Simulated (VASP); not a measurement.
# NbInS4 (P4/mmm) in VASP: notebook

Runs on NbInS4. Level: PBE. Tasks: single point, relaxation of cell and atoms.

Everything below comes from runs of VASP 6.6.1. Logs are shortened: lines on timing, memory, paths and dates and some standing lists are left out, and cuts for length are marked.

### Step 1. The cell of the first run

It takes space group P4/mmm (No. 123, tetragonal). The conventional cell has a = 3.118 Å, b = 3.118 Å, c = 13.074 Å, α = 90.00°, β = 90.00°, γ = 90.00°. Nb (site symmetry 4/mmm) has 8 S at 2.64 Å and 4 Nb at 3.12 Å within 3.5 Å. Within 3.7 Å of In (site symmetry 4/mmm) lie 8 S at 2.77 Å and 4 In at 3.12 Å. Within 3.5 Å of S (site symmetry 4mm) lie 4 Nb at 2.64 Å and 5 S at 2.90 to 3.12 Å. Within 3.7 Å of S (site symmetry 4mm) lie 4 In at 2.77 Å and 5 S at 3.12 to 3.37 Å.

The cell was built from a structure type or drawn by symmetry, and may not be a known phase.

### Step 2. Single point, PBE

Input file INCAR:

```
PREC = Accurate
ENCUT = 520
EDIFF = 1E-6
ISMEAR = 0
SIGMA = 0.1
LREAL = F
LASPH = T
NELM = 100
ALGO = Normal
ISIF = 2
LWAVE = F
LCHARG = F
GGA = PE
NBANDS = 34
```

Input file KPOINTS:

```
Automatic mesh
0
Gamma
  6 6 2
```

Input file POSCAR:

```
NbInS4
1.0
    3.1179419126      0.0000000000      0.0000000000
    0.0000000000      3.1179419126      0.0000000000
    0.0000000000      0.0000000000     13.0737308581
Nb In S
1 1 4
Direct
    0.5000000000      0.5000000000      0.5000000000
    0.0000000000      0.0000000000      0.0000000000
    0.0000000000      0.0000000000      0.6109735574
    0.5000000000      0.5000000000      0.1287064375
    0.5000000000      0.5000000000      0.8712935625
    0.0000000000      0.0000000000      0.3890264426
```

Potentials or basis: VASP PAW PBE potentials, release 64 (Nb_sv, In_d, S).

Started as:

```
> cat potpaw_PBE.64/Nb_sv/POTCAR potpaw_PBE.64/In_d/POTCAR potpaw_PBE.64/S/POTCAR > POTCAR
> mpirun -np 1 vasp_std > vasp.out
```

OUTCAR:

```text
PREC = Accurate
   ENCUT = 520
   EDIFF = 1E-6
   ISMEAR = 0
   LREAL = F
   LASPH = T
   NELM = 100
   ISIF = 2
   GGA = PE

 ion  position               nearest neighbor table
   1  0.500  0.500  0.500-   3 2.64   6 2.64   3 2.64   6 2.64   3 2.64   6 2.64   3 2.64   6 2.64

   2  0.000  0.000  0.000-   4 2.77   5 2.77   4 2.77   5 2.77   4 2.77   5 2.77   4 2.77   5 2.77

   3  0.000  0.000  0.611-   1 2.64   1 2.64   1 2.64   1 2.64
   4  0.500  0.500  0.129-   2 2.77   2 2.77   2 2.77   2 2.77
   5  0.500  0.500  0.871-   2 2.77   2 2.77   2 2.77   2 2.77
   6  0.000  0.000  0.389-   1 2.64   1 2.64   1 2.64   1 2.64

  LATTYP: Found a simple tetragonal cell.
 ALAT       =     3.1179419126
 C/A-ratio  =     4.1930642791

  Lattice vectors:

 A1 = (   3.1179419126,   0.0000000000,   0.0000000000)
 A2 = (   0.0000000000,   3.1179419126,   0.0000000000)
 A3 = (   0.0000000000,   0.0000000000,  13.0737308581)

Analysis of symmetry for initial positions (statically):
=====================================================================
 Subroutine PRICEL returns:
 Original cell was already a primitive cell.

 Routine SETGRP: Setting up the symmetry group for a
 simple tetragonal supercell.

 Subroutine GETGRP returns: Found 16 space group operations
 (whereof 16 operations were pure point group operations)
 out of a pool of 16 trial point group operations.

The static configuration has the point symmetry D_4h.

Analysis of symmetry for dynamics (positions and initial velocities):
=====================================================================
 Subroutine PRICEL returns:
 Original cell was already a primitive cell.

 Routine SETGRP: Setting up the symmetry group for a
 simple tetragonal supercell.

 Subroutine GETGRP returns: Found 16 space group operations
 (whereof 16 operations were pure point group operations)
 out of a pool of 16 trial point group operations.

The dynamic configuration has the point symmetry D_4h.

 Subroutine INISYM returns: Found 16 space group operations
 (whereof 16 operations are pure point group operations),
 and found     1 'primitive' translations

----------------------------------------------------------------------------------------

                                     Primitive cell

  volume of cell :     127.0971

  direct lattice vectors                    reciprocal lattice vectors
     3.117941913  0.000000000  0.000000000     0.320724384  0.000000000  0.000000000
     0.000000000  3.117941913  0.000000000     0.000000000  0.320724384  0.000000000
     0.000000000  0.000000000 13.073730858     0.000000000  0.000000000  0.076489260

  length of vectors
     3.117941913  3.117941913 13.073730858     0.320724384  0.320724384  0.076489260

  position of ions in fractional coordinates (direct lattice)
     0.500000000  0.500000000  0.500000000
     0.000000000  0.000000000  0.000000000
     0.000000000  0.000000000  0.610973557
     0.500000000  0.500000000  0.128706437
     0.500000000  0.500000000  0.871293562
     0.000000000  0.000000000  0.389026443

  ion indices of the primitive-cell ions
   primitive index   ion index
                 1           1
                 2           2
                 3           3
                 4           4
                 5           5
                 6           6

----------------------------------------------------------------------------------------

 KPOINTS: Automatic mesh

Automatic generation of k-mesh.
 Grid dimensions read from file:
 generate k-points for:    6    6    2

 Generating k-lattice:

  Cartesian coordinates                     Fractional coordinates (reciprocal lattice)
     0.053454064  0.000000000  0.000000000     0.166666667  0.000000000  0.000000000
     0.000000000  0.053454064  0.000000000     0.000000000  0.166666667  0.000000000
     0.000000000  0.000000000  0.038244630     0.000000000  0.000000000  0.500000000

  Length of vectors
     0.053454064  0.053454064  0.038244630

  Shift w.r.t. Gamma in fractional coordinates (k-lattice)
     0.000000000  0.000000000  0.000000000

 Subroutine IBZKPT returns following result:
 ===========================================

 Found     20 irreducible k-points:

 Following reciprocal coordinates:
            Coordinates               Weight
  0.000000  0.000000  0.000000      1.000000
  0.166667  0.000000  0.000000      4.000000
  0.333333  0.000000  0.000000      4.000000
  0.500000  0.000000  0.000000      2.000000
  0.166667  0.166667  0.000000      4.000000
  0.333333  0.166667  0.000000      8.000000
[... 12 lines left out ...]
  0.500000  0.333333  0.500000      4.000000
  0.500000  0.500000  0.500000      1.000000
   k-points           NKPTS =     20   k-points in BZ     NKDIM =     20   number of bands    NBANDS=     34
   number of dos      NEDOS =    301   number of ions     NIONS =      6
   total plane-waves  NPLWV =  56448
   dimension x,y,z NGX =    24 NGY =   24 NGZ =   98
   dimension x,y,z NGXF=    48 NGYF=   48 NGZF=  196
   ions per type =               1   1   4
   NGX,Y,Z   is equivalent  to a cutoff of  12.80, 12.80, 12.46 a.u.
   NGXF,Y,Z  is equivalent  to a cutoff of  25.59, 25.59, 24.92 a.u.
 SYSTEM =  unknown system
   PREC   = accura    normal or accurate (medium, high low for compatibility)
   ISTART =      0    job   : 0-new  1-cont  2-samecut
   ICHARG =      2    charge: 1-file 2-atom 10-const
   ISPIN  =      1    spin polarized calculation?
   LNONCOLLINEAR =      F non collinear calculations
   LSORBIT =      F    spin-orbit coupling
   LASPH  =      T    aspherical Exc in radial PAW
   ENCUT  =  520.0 eV  38.22 Ry    6.18 a.u.   5.80  5.80 24.31*2*pi/ulx,y,z
   NELM   =    100;   NELMIN=  2; NELMDL= -5     # of ELM steps
   EDIFF  = 0.1E-05   stopping-criterion for ELM
   LREAL  =      F    real-space projection
   EDIFFG = 0.1E-04   stopping-criterion for IOM
   NSW    =      0    number of steps for IOM
   IBRION =     -1    ionic relax: 0-MD 1-quasi-New 2-CG
   NFREE  =      0    steps in history (QN), initial steepest desc. (CG)
   ISIF   =      2    stress and relaxation
   ISYM   =      2    0-nonsym 1-usesym 2-fastsym
   POTIM  = 0.5000    time-step for ionic-motion
   TEBEG  =    0.0;   TEEND  =   0.0 temperature during run
   PSTRESS=    0.0 pullay stress
   NELECT =      50.0000    total number of electrons
   NUPDOWN=      -1.0000    fix difference up-down
   EMIN   =  10.00;   EMAX   =-10.00  energy-range for DOS
   EFERMI =   0.00;   METHOD = LEGACY
   ISMEAR =     0;   SIGMA  =   0.10  broadening in eV -4-tet -1-fermi 0-gaus
   EFERMI_NEDOS =   21; number of points for ismear=-14 and -15
   IALGO  =     38    algorithm
   IMIX   =      4    mixing-type and parameters
     AMIX     =   0.40;   BMIX     =  1.00
     AMIX_MAG =   1.60;   BMIX_MAG =  1.00
  volume/ion in A,a.u.               =      21.18       142.95
  Fermi-wavevector in a.u.,A,eV,Ry     =   1.199554  2.266828 19.577814  1.438929
  Thomas-Fermi vector in A             =   2.335413
   LORBIT       =      0    0 simple, 1 ext, 2 COOP (PROOUT), +10 PAW based schemes
   GGA     = PE    functional components
   LHFCALC =     F    Hartree Fock is set to
   AEXX    =    0.0000 exact exchange contribution
   IVDW    =     0    specifies the selected vdW correction
   LEPSILON=     F    determine dielectric tensor
   LRPA    =     F    only Hartree local field effects (RPA)
 non-spin polarized calculation
 Gauss-broadening in eV      SIGMA  =   0.10
  energy-cutoff  :      520.00
  volume of cell :      127.10
 maximum number of plane-waves:      3480
 NGX is ok and might be reduce to    24
   NGX = 11   NGY = 11   NGZ = 49

 number of electron      50.0000007 magnetization

 Free energy of the ion-electron system (eV)
  ---------------------------------------------------
  ext. energy  EPLUGINS =         0.00000000
  ---------------------------------------------------
  free energy    TOTEN  =       -30.66724104 eV

  energy without entropy =      -30.64948335  energy(sigma->0) =      -30.65836219

 E-fermi :   5.4410     XC(G=0):  -9.8967

 val. band max:        5.4303503740   @ k =   0.5000   0.3333   0.0000
 cond. band min:       5.5563983626   @ k =   0.5000   0.3333   0.0000
 fundamental gap:      0.1260479886
 Fermi energy:         5.4410418224

 k-point     1 :       0.0000    0.0000    0.0000
  band No.  band energies     occupation
      1     -49.7952      2.00000
      2     -25.9123      2.00000
      3     -25.5943      2.00000
      4     -25.5943      2.00000
      5      -9.5519      2.00000
      6      -9.2811      2.00000
[... 26 lines left out ...]
     33      11.7748      0.00000
     34      12.5714      0.00000

 k-point     2 :       0.1667    0.0000    0.0000
  band No.  band energies     occupation
      1     -49.7854      2.00000
      2     -25.8958      2.00000
      3     -25.7142      2.00000
      4     -25.5830      2.00000
      5      -9.4805      2.00000
      6      -9.2026      2.00000
[... 26 lines left out ...]
     33      11.9940      0.00000
     34      12.5874      0.00000

 k-point     3 :       0.3333    0.0000    0.0000
  band No.  band energies     occupation
      1     -49.7657      2.00000
      2     -25.9470      2.00000
      3     -25.8625      2.00000
      4     -25.5602      2.00000
      5      -9.4401      2.00000
      6      -9.3928      2.00000
[... 26 lines left out ...]
     33      12.1509      0.00000
     34      12.6008      0.00000
[... 556 lines left out ...]
 k-point    19 :       0.5000    0.3333    0.5000
  band No.  band energies     occupation
      1     -49.7274      2.00000
      2     -25.9975      2.00000
      3     -25.8721      2.00000
      4     -25.8052      2.00000
      5      -9.5651      2.00000
      6      -9.3240      2.00000
[... 26 lines left out ...]
     33       9.4959      0.00000
     34       9.8021      0.00000

 k-point    20 :       0.5000    0.5000    0.5000
  band No.  band energies     occupation
      1     -49.7179      2.00000
      2     -25.9764      2.00000
      3     -25.9764      2.00000
      4     -25.7916      2.00000
      5      -9.6745      2.00000
      6      -9.2507      2.00000
[... 26 lines left out ...]
     33       9.4861      0.00000
     34      10.6163      0.00000

------------------------ aborting loop because EDIFF is reached ----------------------------------------

  FORCE on cell =-STRESS in cart. coord.  units (eV):
  Direction    XX          YY          ZZ          XY          YZ          ZX
  --------------------------------------------------------------------------------------
  -------------------------------------------------------------------------------------
  Total       -0.1316709     -0.1316709      0.0508363      0.0000000     -0.0000000      0.0000000
  in kB       -1.6598349     -1.6598349      0.6408389      0.0000000     -0.0000000      0.0000000
  external PRESSURE =      -0.8929436 kB  Pullay stress =       0.0000000 kB

 VOLUME and BASIS-vectors are now :
 -----------------------------------------------------------------------------
  energy-cutoff  :      520.00
  volume of cell :      127.10
      direct lattice vectors                 reciprocal lattice vectors
     3.117941913  0.000000000  0.000000000     0.320724384  0.000000000  0.000000000
     0.000000000  3.117941913  0.000000000     0.000000000  0.320724384  0.000000000
     0.000000000  0.000000000 13.073730858     0.000000000  0.000000000  0.076489260

 POSITION                                       TOTAL-FORCE (eV/Angst)
 -----------------------------------------------------------------------------------
      1.55897      1.55897      6.53687         0.000000     -0.000000      0.000000
      0.00000      0.00000      0.00000         0.000000     -0.000000      0.000000
      0.00000      0.00000      7.98770         0.000000     -0.000000     -0.021851
      1.55897      1.55897      1.68267        -0.000000      0.000000     -0.009903
      1.55897      1.55897     11.39106        -0.000000     -0.000000      0.009903
      0.00000      0.00000      5.08603         0.000000      0.000000      0.021851
 -----------------------------------------------------------------------------------
    total drift:                                0.000000      0.000000      0.000000

  FREE ENERGIE OF THE ION-ELECTRON SYSTEM (eV)
  ---------------------------------------------------
  free  energy   TOTEN  =       -30.6672410394 eV

  energy  without entropy=      -30.6494833502  energy(sigma->0) =      -30.65836219
```

Wall time 42 s (1 thread of Intel Xeon 6975P-C (Granite Rapids), shared host); peak memory 0.26 GiB.

What came out:

| Quantity | Value |
| --- | --- |
| Free energy | -30.6672 eV |
| Pressure | -0.1 GPa |
| Largest force | 0.022 eV/Å |
| Band gap on the k mesh | zero (bands 25 and 26 overlap by 1.11 eV) |

Forces on the atoms (eV/Å):
```
Nb   0.000  0.000  0.000
In   0.000  0.000  0.000
S    0.000  0.000 -0.022
S    0.000  0.000 -0.010
S    0.000  0.000  0.010
S    0.000  0.000  0.022
```

Stress tensor (GPa, compression positive):
```
-0.17  0.00  0.00
 0.00 -0.17  0.00
 0.00  0.00  0.06
```

Levels at points of the mesh, in eV from the Fermi level:
```
           k point  band 23  band 24  band 25  band 26  band 27  band 28
(0.00, 0.00, 0.00)    -0.30    -0.30     0.56     0.56     1.04     2.12
(0.50, 0.00, 0.00)    -0.64     0.69     0.90     0.91     0.99     1.25
(0.50, 0.50, 0.00)    -1.47    -1.18    -0.09     0.39     0.58     2.69
(0.00, 0.00, 0.50)    -0.32    -0.32     0.56     0.56     1.19     2.15
(0.50, 0.00, 0.50)    -0.53     0.69     0.91     0.92     0.99     1.25
(0.50, 0.50, 0.50)    -1.46    -1.18    -0.13     0.41     0.62     2.65
```

Caveat: spin-orbit coupling is left out, which moves the levels of the heavy elements; this functional lacks dispersion, which binds the layers, so the pressure and a relaxed spacing across them are unreliable.

### Step 3. Single point, PBE, collinear spin, zero start

This run uses another cell than the first one, of 17.18 Å³/atom.

Input file INCAR:

```
PREC     = Accurate       # precision mode
ENCUT    = 520            # plane-wave cutoff, eV
EDIFF    = 1E-6           # SCF threshold, eV
ISMEAR   = 0              # smearing method
SIGMA    = 0.1            # smearing width, eV
LREAL    = F              # projectors in reciprocal space
LASPH    = T              # aspherical terms in the spheres
NELM     = 150            # most SCF steps
ALGO     = Normal         # electronic algorithm
ISIF     = 2              # what is computed and relaxed
LWAVE    = F              # write WAVECAR
LCHARG   = T              # write CHGCAR
ISPIN    = 2              # spin polarisation
MAGMOM   = 0 0 0 0 0 0    # initial moments
LORBIT   = 11             # projections on sites
LMAXMIX  = 4              # l up to which the mixer works
GGA      = PE             # functional
LELF     = T              # ELF
LVHAR    = T            
NBANDS   = 38             # bands
```

Input file KPOINTS:

```
regular mesh
0
Gamma
  4 4 4
```

Input file POSCAR:

```
NbInS4
1.0
    3.3792550279      0.0000000000      0.0000000000
    0.0000000000      3.3792550279      0.0000000000
    0.0000000000      0.0000000000      9.0257022900
Nb In S
1 1 4
Direct
    0.5000000000      0.5000000000      0.5000000000
    0.0000000000      0.0000000000      0.0000000000
    0.0000000000      0.0000000000      0.6381970588
    0.5000000000      0.5000000000      0.1734029279
    0.5000000000      0.5000000000      0.8265970721
    0.0000000000      0.0000000000      0.3618029412
```

Potentials or basis: VASP PAW PBE potentials, release 64 (Nb_sv, In_d, S).

Started as:

```
> cat potpaw_PBE.64/Nb_sv/POTCAR potpaw_PBE.64/In_d/POTCAR potpaw_PBE.64/S/POTCAR > POTCAR
> mpirun -np 1 vasp_std > vasp.out
```

Run time: 86 s. Hardware: 1 thread of Intel Xeon 6975P-C (Granite Rapids), shared host; peak memory 0.32 GiB.

The run converged. Its results:

```yaml
Free_energy: -30.0914 eV
Pressure: -0.2 GPa
Largest_force: 0.071 eV/Å
Band_gap_on_the_k_mesh: zero (filled and empty bands overlap)
Net_moment: 0.00 μB per cell
Valence_electrons_inside_the_program's_atomic_spheres: Nb 10.42; In 11.23; S 3.62, 3.65 (each value once)
```

Forces on the atoms (eV/Å):
```
Nb   0.000  0.000  0.000
In   0.000  0.000  0.000
S    0.000  0.000 -0.071
S    0.000  0.000 -0.010
S    0.000  0.000  0.010
S    0.000  0.000  0.071
```

Levels at points of the mesh, in eV from the Fermi level:
Spin up:
```csv
k point,band 22,band 23,band 24,band 25,band 26,band 27,band 28,band 29
"(0.00, 0.00, 0.00)",-1.08,-1.08,-0.55,-0.17,-0.17,0.24,0.27,1.38
"(0.50, 0.00, 0.00)",-0.93,-0.72,-0.69,0.03,0.21,0.49,1.52,1.61
"(0.50, 0.50, 0.00)",-2.34,-2.34,-1.65,-1.52,-0.96,1.39,2.03,2.91
"(0.00, 0.00, 0.50)",-1.07,-1.07,-1.01,-0.19,-0.19,0.27,1.47,1.79
"(0.50, 0.00, 0.50)",-1.28,-1.24,-1.05,-0.47,0.36,0.65,1.39,2.06
"(0.50, 0.50, 0.50)",-2.66,-2.60,-2.36,-2.36,0.80,2.03,2.10,2.45
```
Spin down:
```
           k point  band 22  band 23  band 24  band 25  band 26  band 27  band 28  band 29
(0.00, 0.00, 0.00)    -1.08    -1.08    -0.55    -0.17    -0.17     0.24     0.27     1.38
(0.50, 0.00, 0.00)    -0.93    -0.72    -0.69     0.03     0.21     0.49     1.52     1.61
(0.50, 0.50, 0.00)    -2.34    -2.34    -1.65    -1.52    -0.96     1.39     2.03     2.91
(0.00, 0.00, 0.50)    -1.07    -1.07    -1.01    -0.19    -0.19     0.27     1.47     1.79
(0.50, 0.00, 0.50)    -1.28    -1.24    -1.05    -0.47     0.36     0.65     1.39     2.06
(0.50, 0.50, 0.50)    -2.66    -2.60    -2.36    -2.36     0.80     2.03     2.10     2.45
```

Caveat: the k points lie up to 0.46 Å⁻¹ apart, too coarse for converged energies and pressures of a metal; spin-orbit coupling is left out, which moves the levels of the heavy elements.

(Part 1 of 2 ends here.)
